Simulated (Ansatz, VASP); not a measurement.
## One calculation of Ge, two programs

INCAR

```
SYSTEM = Ge
PREC     = Accurate       ! precision mode
ENCUT    = 520            ! plane-wave cutoff, eV
EDIFF    = 1E-6           ! SCF threshold, eV
ISMEAR   = -1             ! smearing method
SIGMA    = 0.04           ! smearing width, eV
LREAL    = .False.        ! projectors in reciprocal space
LASPH    = .True.         ! aspherical terms in the spheres
NELM     = 80             ! most SCF steps
ALGO     = Normal         ! electronic algorithm
ISIF     = 2              ! what is computed and relaxed
LWAVE    = .False.        ! write WAVECAR
LCHARG   = .False.        ! write CHGCAR
GGA      = PE             ! functional
NBANDS   = 21             ! bands
```

The input KPOINTS:

```
Automatic mesh
0
Gamma
  6 6 6
  0 0 0
```

Contents of POSCAR:

```
Ge
1.0
   -2.5744897190      2.5744897190      1.3974126432
    2.5744897190     -2.5744897190      1.3974126432
    2.5744897190      2.5744897190     -1.3974126432
Ge
2
Direct
    0.5000000000      0.5000000000      0.0000000000
    0.2500000000      0.7500000000      0.5000000000
```

The input input.yaml:

```yaml
crystal:
  lattice:
    - [-2.574489719, 2.574489719, 1.3974126432]
    - [2.574489719, -2.574489719, 1.3974126432]
    - [2.574489719, 2.574489719, -1.3974126432]
  atoms:
    - { symbol: Ge, position: [0.5, 0.5, 0.0] }
    - { symbol: Ge, position: [0.25, 0.75, 0.5] }
kpoints:
  mp_grid: { grid: [6, 6, 6] }
scf:
  occupations: { method: fermi_dirac, width: 0.04 }
hamiltonian:
  xc: pbe
  pseudopotentials: { kind: all_electron, lapw: { basis_error: 0.002 } }
output:
  forces: true
  stress: true
  eigenvalues: true
```

Alike in both runs: task single point; functional PBE; k mesh 6 × 6 × 6; occupations fermi-dirac, width 0.04 eV; no spin polarisation.

|  | VASP | Ansatz |
| --- | --- | --- |
| version | VASP 6.6.1 | Ansatz 0.2.0 |
| potentials or method | VASP PAW PBE potentials, release 64 (Ge_d), cutoff 520 eV | all-electron LAPW, scalar-relativistic |

```tsv
	VASP	Ansatz	Ansatz less VASP
gap on the k mesh at the Fermi level (eV)	none	none	-
pressure (GPa)	2.8	3.0	+0.20
traceless stress, the component that is largest in VASP (GPa)	-1.16	-1.17	-0.005
```

A gap of «none» marks a metal or a gap that the smearing closes. Ansatz ran all-electron here, and VASP with PAW potentials.

The k mesh is coarse, so the values compare programs but aren't converged. Noted on Ansatz's run: the k mesh is thin for a metal, which can move the energy by tens of meV per atom.
